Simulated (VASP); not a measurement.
Here is a VASP 6.6.1 calculation.

Contents of INCAR:

```
SYSTEM = TiB2
  PREC = Accurate
  ENCUT = 600
  EDIFF = 1E-6
  ISMEAR = 0
  SIGMA = 0.1
  LREAL = .FALSE.
  LASPH = .TRUE.
  NELM = 100
  ALGO = Normal
  ISIF = 3
  LWAVE = .FALSE.
  LCHARG = .FALSE.
  GGA = PE
  IVDW = 12
  IBRION = 2
  NSW = 70
  EDIFFG = -0.005
```

Contents of KPOINTS:

```
Automatic mesh
0
G
  15 15 14
  0 0 0
```

Contents of POSCAR:

```
TiB2
1.0
    3.0321013830      0.0000000000      0.0000000000
   -1.5160506915      2.6258768246      0.0000000000
    0.0000000000      0.0000000000      3.2234109036
Ti B
1 2
Direct
    0.0000000000      0.0000000000      0.0000000000
    0.3333333333      0.6666666667      0.5000000000
    0.6666666667      0.3333333333      0.5000000000
```

Potentials or basis: VASP PAW PBE potentials, release 64 (Ti_sv, B).

Launch:

```sh
$ cat potpaw_PBE.64/Ti_sv/POTCAR potpaw_PBE.64/B/POTCAR > POTCAR
$ mpirun -np 1 vasp_std > vasp.out
```

(1) Estimate the space group after relaxing (to 0.1 Å).

(2) Predict the dispersion energy per atom.

(3) Estimate the relaxed volume.

## Answers

(1) P6/mmm (No. 191).

(2) -0.433 eV.

(3) 8.29 Å³/atom.
